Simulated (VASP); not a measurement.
Runs of VASP 6.6.1 on Li2S. It takes space group Fm-3m (No. 225, cubic). The conventional cell has a = 5.691 Å, b = 5.691 Å, c = 5.691 Å, α = 90.00°, β = 90.00°, γ = 90.00°. Within 3.3 Å of Li (site symmetry -43m) lie 4 S at 2.46 Å and 6 Li at 2.85 Å. Within 3.3 Å of S (site symmetry m-3m) lie 8 Li at 2.46 Å. 

```csv
level,k mesh,cutoff (eV),grid for exact exchange (PRECFOCK),share of exact exchange,screening parameter,gap on the mesh (eV),pressure (GPa)
PBE,6 × 6 × 6,750,-,-,-,3.39,0.2
PBE,8 × 8 × 8,750,-,-,-,3.39,0.2
r2SCAN,6 × 6 × 6,830,-,-,-,3.86,(a)
HSE06,6 × 6 × 6,650,Normal,0.25,0.2079 1/Å,4.33,-0.6
```

Alike in all rows: task single point; potentials or basis VASP PAW PBE potentials, release 64 (Li_sv, S); no spin polarisation; cell as given; smearing gaussian 0.01 eV.

Task: Estimate the missing entries.

Result: (a) -0.2.

Caveats: the PAW data sets were made with another functional, which shifts forces and pressure a little (at least some runs).

A k mesh can miss the band edges.
